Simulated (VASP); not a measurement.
Crystal: Pt.

```
Pt
1.0
    -1.58422    1.58422    1.58422
     1.58422   -1.58422    1.58422
     1.58422    1.58422   -1.58422
Pt
1
Direct
  0.00000 0.00000 0.00000
```

Base run:

```yaml
Program: VASP 6.6.1
Functional: BLYP
Potentials_or_basis: VASP PAW PBE potentials, release 64 (Pt)
Cutoff: 500 eV
k_mesh: 10 × 10 × 10
Occupations: fermi-dirac, width 0.01 eV
Spin: no spin polarisation
```

Its results: band gap on the k mesh zero (band 5 reaches 11.65 eV, above the bottom of band 6 at 9.54 eV); pressure 13.8 GPa.

The run is repeated on the same cell with these changes: functional from BLYP to LDA; potentials or basis from VASP PAW PBE potentials, release 64 (Pt) to VASP PAW LDA potentials, release 64 (Pt). What comes out?

Band gap on the k mesh zero (band 5 reaches 10.91 eV, above the bottom of band 6 at 8.85 eV); pressure -15.4 GPa.

Caveats: spin-orbit coupling is left out, which moves the levels of the heavy elements; the PAW data sets were made with another functional, which shifts forces and pressure a little (some runs).
